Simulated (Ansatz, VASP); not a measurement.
Two plane-wave programs on In

```
In
1.0
     3.26739    0.00000    0.00000
    -1.63370    2.82965    0.00000
     0.00000    0.00000    5.39668
In
2
Cartesian
  1.6337 0.9432 4.0475
  0.0000 1.8864 1.3492
```

Alike in both runs: task single point; functional PBE0; k mesh 4 × 4 × 4; occupations fermi-dirac, width 0.05 eV; no spin polarisation.

|  | VASP | Ansatz |
| --- | --- | --- |
| version | VASP 6.6.1 | Ansatz 0.2.0 |
| potentials or method | VASP PAW PBE potentials, release 64 (In_d) | Ansatz PAW |
| plane-wave cutoff (eV) | 520 | 420 |
| valence electrons in the cell | 26 | 26 |

VASP gave:

| Item | Value |
| --- | --- |
| gap on the k mesh at the Fermi level (eV) | none |
| pressure (GPa) | 3.2 |
| traceless stress, the component that is largest in VASP (GPa) | -7.69 |

Task: Which values does Ansatz return?

Result: gap on the k mesh at the Fermi level (eV): none; pressure (GPa): 3.3; traceless stress, the component that is largest in VASP (GPa): -7.33.

A gap of «none» marks a metal or a gap that the smearing closes. The functional is the same, so the differences come from potentials, cutoffs and numerics.

The k mesh is coarse, so the values compare programs but aren't converged.
